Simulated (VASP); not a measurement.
# HPbNO4 (P1) in VASP: a series of runs, part 2 of 2

VASP 6.6.1. The steps go on from the part before.

### Step 3. Single point, RPBE

Contents of INCAR:

```
  PREC = Accurate
  ENCUT = 520
  EDIFF = 1E-7
  ISMEAR = -1
  SIGMA = 0.05
  LREAL = False
  LASPH = True
  NELM = 100
  ALGO = Normal
  ISIF = 2
  LWAVE = False
  LCHARG = False
  GGA = RP
  NBANDS = 31
```

Contents of KPOINTS:

```
Automatic mesh
0
Gamma
  5 5 4
```

Contents of POSCAR:

```
HPbNO4
1.0
    4.1992300000      0.1111700000      0.1681700000
    1.9160000000      3.8913200000      0.1256800000
    1.7608500000      1.2525900000      6.3726600000
H Pb N O
1 1 1 4
Direct
    0.8914500000      0.6820200000      0.6279600000
    0.1442600000      0.9287200000      0.8835200000
    0.2567000000      0.2886100000      0.3017100000
    0.8310800000      0.6505600000      0.7840500000
    0.3869400000      0.2238000000      0.1129500000
    0.3110400000      0.0357600000      0.4585600000
    0.0772600000      0.6063300000      0.3227500000
```

Potentials or basis: VASP PAW PBE potentials, release 64 (H, Pb_d, N, O).

The run is started by

```
> cat potpaw_PBE.64/H/POTCAR potpaw_PBE.64/Pb_d/POTCAR potpaw_PBE.64/N/POTCAR potpaw_PBE.64/O/POTCAR > POTCAR
> mpirun -np 1 vasp_std > vasp.out
```

OUTCAR:

```text
PREC = Accurate
   ENCUT = 520
   EDIFF = 1E-7
   ISMEAR = -1
   LREAL = False
   LASPH = True
   NELM = 100
   ISIF = 2
   GGA = RP

 ion  position               nearest neighbor table
   1  0.891  0.682  0.628-   4 0.98
   2  0.144  0.929  0.884-   4 2.48   4 2.51   6 2.67   4 2.72   5 2.81   7 2.84   5 2.91   5 2.93

   3  0.257  0.289  0.302-   6 1.25   7 1.26   5 1.28
   4  0.831  0.651  0.784-   1 0.98   2 2.48   2 2.51   2 2.72
   5  0.387  0.224  0.113-   3 1.28   2 2.81   2 2.91   2 2.93
   6  0.311  0.036  0.459-   3 1.25   2 2.67
   7  0.077  0.606  0.323-   3 1.26   2 2.84

  LATTYP: Found a triclinic cell.
 ALAT       =     6.7290690222
 B/A-ratio  =     1.0080435208
 C/A-ratio  =     0.6247619357
 COS(alpha) =     0.0037064377
 COS(beta)  =     0.3041824545
 COS(gamma) =     0.7937729759

  Lattice vectors:

 A1 = (   1.7608500000,   1.2525900000,   6.3726600000)
 A2 = (  -0.1551500000,  -2.6387300000,   6.2469800000)
 A3 = (   4.1992300000,   0.1111700000,   0.1681700000)

Analysis of symmetry for initial positions (statically):
=====================================================================
 Subroutine PRICEL returns:
[... 186 lines left out ...]

 k-point     1 :       0.0000    0.0000    0.0000
  band No.  band energies     occupation
      1     -24.9480      2.00000
      2     -19.5290      2.00000
      3     -19.2040      2.00000
      4     -16.6875      2.00000
      5     -14.3725      2.00000
      6     -14.3523      2.00000
[... 805 lines left out ...]
     30      11.6342      0.00000
     31      13.3602      0.00000

 [... further k-points ...]

------------------------ aborting loop because EDIFF is reached ----------------------------------------

  FORCE on cell =-STRESS in cart. coord.  units (eV):
  Direction    XX          YY          ZZ          XY          YZ          ZX
  --------------------------------------------------------------------------------------
  -------------------------------------------------------------------------------------
  Total        1.1487791      2.5253850      2.5081017     -0.0961153     -0.0652894     -0.0466716
  in kB       18.1531145     39.9063682     39.6332551     -1.5188224     -1.0317093     -0.7375084
  external PRESSURE =      32.5642459 kB  Pullay stress =       0.0000000 kB

 VOLUME and BASIS-vectors are now :
 -----------------------------------------------------------------------------
  energy-cutoff  :      520.00
  volume of cell :      101.39
      direct lattice vectors                 reciprocal lattice vectors
     4.199230000  0.111170000  0.168170000     0.243027768 -0.118243312 -0.043910244
     1.916000000  3.891320000  0.125680000    -0.004909750  0.261012831 -0.049947232
     1.760850000  1.252590000  6.372660000    -0.006316502 -0.002027272  0.159064151

 POSITION                                       TOTAL-FORCE (eV/Angst)
 -----------------------------------------------------------------------------------
      6.15590      3.53964      4.23741        -0.001698      0.010126      0.040047
      3.94095      4.73667      5.77135         0.001157      0.039212      0.007333
      2.16219      1.52953      2.00214         0.007439     -0.048593     -0.093295
      6.11696      3.60602      5.21801        -0.000633     -0.022164     -0.048679
      2.25254      1.05537      0.81299         0.041744     -0.216776     -0.493790
      2.18210      0.74812      2.97905         0.013263     -0.421085      0.515359
      2.05448      2.77229      2.14597        -0.061272      0.659280      0.073025
 -----------------------------------------------------------------------------------
    total drift:                               -0.000611     -0.000079     -0.000399

  FREE ENERGIE OF THE ION-ELECTRON SYSTEM (eV)
  ---------------------------------------------------
  free  energy   TOTEN  =       -38.5787533895 eV

  energy  without entropy=      -38.5787533894  energy(sigma->0) =      -38.57875339
```

OSZICAR:

```text
N       E                     dE             d eps       ncg     rms          rms(c)
DAV:   1     0.479918627858E+03    0.47992E+03   -0.21899E+04  3162   0.150E+03
DAV:   2     0.146386955288E+02   -0.46528E+03   -0.43267E+03  3559   0.416E+02
DAV:   3    -0.413316852643E+02   -0.55970E+02   -0.54832E+02  3956   0.155E+02
DAV:   4    -0.434310535931E+02   -0.20994E+01   -0.20901E+01  3831   0.333E+01
DAV:   5    -0.435175086996E+02   -0.86455E-01   -0.86424E-01  4467   0.649E+00    0.149E+01
DAV:   6    -0.386061492218E+02    0.49114E+01   -0.16831E+01  4811   0.296E+01    0.584E+00
DAV:   7    -0.385862526550E+02    0.19897E-01   -0.18771E+00  3673   0.809E+00    0.359E+00
DAV:   8    -0.385849335738E+02    0.13191E-02   -0.41838E-01  4135   0.464E+00    0.105E+00
DAV:   9    -0.385758406834E+02    0.90929E-02   -0.70692E-02  4512   0.214E+00    0.401E-01
DAV:  10    -0.385783291517E+02   -0.24885E-02   -0.13825E-02  4239   0.808E-01    0.209E-01
DAV:  11    -0.385786959170E+02   -0.36677E-03   -0.22149E-03  3978   0.416E-01    0.657E-02
DAV:  12    -0.385787489394E+02   -0.53022E-04   -0.46106E-04  4064   0.155E-01    0.221E-02
DAV:  13    -0.385787524085E+02   -0.34692E-05   -0.74086E-05  3912   0.587E-02    0.106E-02
DAV:  14    -0.385787528477E+02   -0.43921E-06   -0.13651E-05  4217   0.256E-02    0.573E-03
DAV:  15    -0.385787531814E+02   -0.33365E-06   -0.19247E-06  3701   0.109E-02    0.204E-03
DAV:  16    -0.385787533243E+02   -0.14288E-06   -0.55743E-07  3816   0.503E-03    0.658E-04
DAV:  17    -0.385787533895E+02   -0.65231E-07   -0.67606E-08  2899   0.206E-03
   1 F= -.38578753E+02 E0= -.38578753E+02  d E =-.822998E-10
```

stdout:

```text
POSCAR found type information on POSCAR H PbN O
 POSCAR found :  4 types and       7 ions
 scaLAPACK will be used
 -----------------------------------------------------------------------------
|                                                                             |
|                                                                             |
|     You enforced a specific xc type in the INCAR file but a different       |
|     I HOPE YOU KNOW WHAT YOU ARE DOING!                                     |
|                                                                             |
 -----------------------------------------------------------------------------

 LDA part: xc-table for (Slater+PW92), standard interpolation
 POSCAR, INCAR and KPOINTS ok, starting setup
 FFT: planning ... GRIDC
 FFT: planning ... GRID_SOFT
 FFT: planning ... GRID
 WAVECAR not read
 entering main loop
```

It took 4.1 min on 1 thread of Oxide Virtual Turin-like, shared host; peak memory 0.28 GiB.

Results:

```
Free energy            : -38.5788 eV
Pressure               : 3.3 GPa
Largest force          : 0.666 eV/Å
Band gap on the k mesh : 2.90 eV
```

Forces in eV/Å, atoms in the order of the input:
```
H   -0.002  0.010  0.040
Pb   0.001  0.039  0.007
N    0.007 -0.049 -0.093
O   -0.001 -0.022 -0.049
O    0.042 -0.217 -0.494
O    0.013 -0.421  0.515
O   -0.061  0.659  0.073
```

Caveat: the standard files for N, O and F lose accuracy on very short bonds; the cell stands under pressure; the PAW data sets were made with another functional, which shifts forces and pressure a little; spin-orbit coupling is left out, which moves the levels of the heavy elements.

### Step 4. Single point, PBE

This run uses another cell than the first one, of 9.55 Å³/atom.

Contents of INCAR:

```
  PREC = Accurate
  ENCUT = 520
  EDIFF = 1E-6
  ISMEAR = -1
  SIGMA = 0.05
  LREAL = False
  LASPH = True
  NELM = 80
  ALGO = Normal
  ISIF = 2
  LWAVE = False
  LCHARG = False
  GGA = PE
  NBANDS = 31
```

Contents of KPOINTS:

```
regular mesh
0
Gamma
  5 5 3
```

Contents of POSCAR:

```
HPbNO4
1.0
    3.1942026079     -0.6649240280      0.2878981750
    0.7551243599      3.1760958336      0.2664900468
    1.2937035450      0.9546101513      6.4674371776
H Pb N O
1 1 1 4
Direct
    0.8037459622      0.5839131323      0.5846403036
    0.1407350445      0.9451430072      0.8864365810
    0.3076113897      0.3421428136      0.3225029674
    0.7138488956      0.5153553980      0.7431721918
    0.5165391388      0.3168423606      0.1388138389
    0.3860596399      0.1013860255      0.4848980523
    0.0301899292      0.6110172628      0.3310360651
```

The run is started by

```
> cat potpaw_PBE.64/H/POTCAR potpaw_PBE.64/Pb_d/POTCAR potpaw_PBE.64/N/POTCAR potpaw_PBE.64/O/POTCAR > POTCAR
> mpirun -np 1 vasp_std > vasp.out
```

Run time: 1.7 min. Hardware: 1 thread of Oxide Virtual Turin-like, shared host; peak memory 0.19 GiB.

Results (log left out):

| Property | Result |
| --- | --- |
| Free energy | -39.1151 eV |
| Pressure | 20.9 GPa |
| Largest force | 0.467 eV/Å |
| Band gap on the k mesh | 2.59 eV (least direct gap 2.78 eV) |

Forces in eV/Å, atoms in the order of the input:
```
H    0.007  0.008 -0.086
Pb  -0.001  0.001  0.006
N    0.039 -0.039 -0.100
O   -0.008 -0.002  0.063
O    0.109 -0.105 -0.298
O    0.098 -0.240  0.389
O   -0.243  0.377  0.026
```

Stress tensor (GPa, compression positive):
```
20.16 -0.91 -0.08
-0.91 21.06 -0.30
-0.08 -0.30 21.60
```

Levels at points of the mesh, in eV from the valence-band top:
```
           k point  band 18  band 19  band 20  band 21  band 22  band 23  band 24  band 25  band 26  band 27
(0.00, 0.00, 0.00)    -2.65    -2.20    -2.10    -1.47    -1.18     2.98     4.93     7.80     9.75     9.82
```

Caveat: the standard files for N, O and F lose accuracy on very short bonds; the cell stands under pressure; spin-orbit coupling is left out, which moves the levels of the heavy elements.

### Step 5. Overview

| level | cell | k mesh | gap on the mesh (eV) | pressure (GPa) | largest force (eV/Å) |
| --- | --- | --- | --- | --- | --- |
| revPBE | a = 4.204, b = 4.339, c = 6.729 Å, angles 71.9, 72.3, 62.2°, 7 atoms, atomic positions A | 5 × 5 × 4 | 2.89 | 2.6 | 0.60 |
| RPBE | a = 4.204, b = 4.339, c = 6.729 Å, angles 71.9, 72.3, 62.2°, 7 atoms, atomic positions A | 5 × 5 × 4 | 2.90 | 3.3 | 0.67 |
| PBE | a = 3.275, b = 3.275, c = 6.664 Å, angles 74.8, 75.8, 88.0°, 7 atoms, atomic positions B | 5 × 5 × 3 | 2.59 | 20.9 | 0.47 |

Alike in all rows: task single point; potentials or basis VASP PAW PBE potentials, release 64 (H, Pb_d, N, O); no spin polarisation; cutoff (eV) 520; smearing fermi-dirac 0.05 eV.

Caveats: the standard files for N, O and F lose accuracy on very short bonds; spin-orbit coupling is left out, which moves the levels of the heavy elements; the PAW data sets were made with another functional, which shifts forces and pressure a little (at least some runs); the cell stands under pressure (at least some runs).

Total energies depend on the potentials used, so only differences within one code and one set of settings carry meaning.
